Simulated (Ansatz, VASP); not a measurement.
# Pb in VASP and in Ansatz

INCAR

```
SYSTEM = Pb
PREC = Accurate ; ENCUT = 600
EDIFF = 1E-6 ; ISMEAR = -1
SIGMA = 0.05 ; LREAL = .False.
LASPH = .True. ; NELM = 60
ALGO = Normal ; ISIF = 3
LWAVE = .False. ; LCHARG = .False.
GGA = PS ; IVDW = 13
IBRION = 2 ; NSW = 60
EDIFFG = -0.01
```

The input KPOINTS:

```
Automatic mesh
0
Gamma
  9 9 9
  0 0 0
```

POSCAR

```
Pb
1.0
   -1.9796595667      1.9796595667      1.9796595667
    1.9796595667     -1.9796595667      1.9796595667
    1.9796595667      1.9796595667     -1.9796595667
Pb
1
Direct
    0.0000000000      0.0000000000      0.0000000000
```

input.yaml

```yaml
crystal:
  lattice:
    - [-1.9796595667, 1.9796595667, 1.9796595667]
    - [1.9796595667, -1.9796595667, 1.9796595667]
    - [1.9796595667, 1.9796595667, -1.9796595667]
  atoms:
    - { symbol: Pb, position: [0.0, 0.0, 0.0] }
hamiltonian:
  xc: pbesol
  pseudopotentials: { kind: paw }
  dispersion: d4
kpoints:
  mp_grid: { grid: [9, 9, 9] }
scf:
  occupations: { method: fermi_dirac, width: 0.05 }
output:
  forces: true
  stress: true
  eigenvalues: true
relax:
  f_tol: 0.01
  max_steps: 40
  cell: { stress_tol: 0.05 }
```

Alike in both runs: task relaxation of cell and atoms; functional PBEsol; dispersion D4; k mesh 9 × 9 × 9; occupations fermi-dirac, width 0.05 eV; no spin polarisation.

```csv
,VASP,Ansatz
version,VASP 6.6.1,Ansatz 0.2.0
potentials or method,"VASP PAW PBE potentials, release 64 (Pb_d)",Ansatz PAW
plane-wave cutoff (eV),600,420
valence electrons in the cell,14,14
```

|  | VASP | Ansatz | Ansatz less VASP |
| --- | --- | --- | --- |
| gap on the k mesh at the Fermi level, each at its own relaxed structure (eV) | none | none | - |
| relaxed volume (Å³/atom) | 28.83 | 28.83 | -0.004 |
| relaxed cell length with the largest relative difference (Å) | 3.346 | 3.346 | -0.0001 |

VASP's potentials were made for PBE, not for PBEsol. A gap of «none» marks a metal or a gap that the smearing closes.

Neither program's run includes spin-orbit coupling. Noted on Ansatz's run: the plane-wave basis is chosen anew once the cell has moved, so the energies of steps on either side of that aren't comparable.
